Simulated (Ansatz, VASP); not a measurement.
## Si3As in VASP and in Ansatz

```
CELL_PARAMETERS angstrom
3.49184 0.00000 0.00000
-1.74592 3.02402 0.00000
0.00000 0.00000 6.53195
ATOMIC_POSITIONS crystal
Si 0.33333 0.66667 0.50000
Si 0.00000 0.00000 0.73158
Si 0.00000 0.00000 0.26842
As 0.33333 0.66667 0.00000
```

Change from the starting cell: species swapped into the Tc3N type (P-6m2, No. 187).

Alike in both runs: functional PBE; k mesh 6 × 6 × 4; occupations gaussian, width 0.1 eV; no spin polarisation.

Ansatz relaxed the structure, and its values are those at the end. VASP's run is a single point on that final structure, the one shown.

|  | VASP | Ansatz |
| --- | --- | --- |
| version | VASP 6.6.1 | Ansatz 0.2.0 |
| potentials or method | VASP PAW PBE potentials, release 64 (Si, As), cutoff 520 eV | scalar-relativistic, plane waves, PAW |
| valence electrons in the cell | 17 | 27 |

|  | VASP | Ansatz | Ansatz less VASP |
| --- | --- | --- | --- |
| gap on the k mesh at the Fermi level (eV) | none | none | - |
| pressure (GPa) | 0.0 | -0.1 | -0.05 |
| rms of the force components (eV/Å) | 0.007 | 0.000 | -0.0063 |

A gap of «none» marks a metal or a gap that the smearing closes. VASP's potentials hold 17 valence electrons a cell and Ansatz's 27, so a difference there can come from the potentials and not from the codes.
